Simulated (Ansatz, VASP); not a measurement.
K3Zr2S: VASP beside Ansatz

```
CELL_PARAMETERS angstrom
5.31292 0.00000 0.00000
-2.65646 4.60113 0.00000
0.00000 0.00000 8.58639
ATOMIC_POSITIONS crystal
K 0.33333 0.66667 0.38705
K 0.66667 0.33333 0.61295
K 0.00000 0.00000 0.00000
Zr 0.33333 0.66667 0.93268
Zr 0.66667 0.33333 0.06732
S 0.00000 0.00000 0.50000
```

Change from the starting cell: species swapped into the Sn2GeTe3 type (P-3m1, No. 164).

Alike in both runs: functional PBE; k mesh 6 × 6 × 2; occupations gaussian, width 0.1 eV; no spin polarisation.

Ansatz relaxed the structure, and its values are those at the end. VASP's run is a single point on that final structure, the one shown.

|  | VASP | Ansatz |
| --- | --- | --- |
| version | VASP 6.6.1 | Ansatz 0.2.0 |
| potentials or method | VASP PAW PBE potentials, release 64 (K_sv, Zr_sv, S), cutoff 520 eV | scalar-relativistic, plane waves, PAW |
| valence electrons in the cell | 57 | 57 |

|  | VASP | Ansatz | Ansatz less VASP |
| --- | --- | --- | --- |
| gap on the k mesh at the Fermi level (eV) | none | none | - |
| pressure (GPa) | 0.0 | 0.0 | -0.03 |

A gap of «none» marks a metal or a gap that the smearing closes. With one functional, cell and mesh, what is left measures potentials, basis and numerics.

The k mesh is coarse, so the values compare programs but aren't converged.
